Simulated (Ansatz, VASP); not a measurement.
One calculation of ZnSe, two programs

File INCAR:

```
PREC     = Accurate       # precision mode
ENCUT    = 600            # plane-wave cutoff, eV
EDIFF    = 1E-6           # SCF threshold, eV
ISMEAR   = 0              # smearing method
SIGMA    = 0.01           # smearing width, eV
LREAL    = F              # projectors in reciprocal space
LASPH    = T              # aspherical terms in the spheres
NELM     = 100            # most SCF steps
ALGO     = Normal         # electronic algorithm
ISIF     = 3              # what is computed and relaxed
LWAVE    = F              # write WAVECAR
LCHARG   = F              # write CHGCAR
GGA      = PE             # functional
IBRION   = 2              # ionic algorithm
NSW      = 80             # ionic steps
EDIFFG   = -0.001         # ionic threshold
```

The input KPOINTS:

```
regular mesh
0
Gamma
  8 8 8
```

File POSCAR:

```
ZnSe
1.0
    0.0000000000      2.8659201440      2.8659201440
    2.8659201440      0.0000000000      2.8659201440
    2.8659201440      2.8659201440      0.0000000000
Zn Se
1 1
Direct
    0.0000000000      0.0000000000      0.0000000000
    0.7500000000      0.7500000000      0.7500000000
```

Input for Ansatz:

```yaml
crystal:
  lattice:
    - [0.0, 2.865920144, 2.865920144]
    - [2.865920144, 0.0, 2.865920144]
    - [2.865920144, 2.865920144, 0.0]
  atoms:
    - { symbol: Zn, position: [0.0, 0.0, 0.0] }
    - { symbol: Se, position: [0.75, 0.75, 0.75] }
basis:
  ecutwfc: 420
kpoints:
  mp_grid: { grid: [8, 8, 8] }
hamiltonian:
  xc: pbe
scf:
  occupations: { method: fixed }
output:
  forces: true
  stress: true
  eigenvalues: true
relax:
  adjacent_minimum: "off"
  f_tol: 0.001
  max_steps: 60
  cell: { stress_tol: 0.01 }
```

Alike in both runs: task relaxation of cell and atoms; functional PBE; k mesh 8 × 8 × 8; no spin polarisation.

|  | VASP | Ansatz |
| --- | --- | --- |
| version | VASP 6.6.1 | Ansatz 0.2.0 |
| potentials or method | VASP PAW PBE potentials, release 64 (Zn, Se), cutoff 600 eV | scalar-relativistic, plane waves, PAW |
| occupations | gaussian, width 0.01 eV | fixed |
| valence electrons in the cell | 18 | 28 |

Ansatz gave:

```
gap on the k mesh at the Fermi level, each at its own relaxed structure (eV) : 1.15
relaxed volume (Å³/atom)                                                     : 23.55
relaxed cell length with the largest relative difference (Å)                 : 4.054
```

Question: Which values does VASP return?

Answer: gap on the k mesh at the Fermi level, each at its own relaxed structure (eV): 1.14; relaxed volume (Å³/atom): 23.63; relaxed cell length with the largest relative difference (Å): 4.058.

VASP's potentials hold 18 valence electrons a cell and Ansatz's 28, so a difference there can come from the potentials and not from the codes.
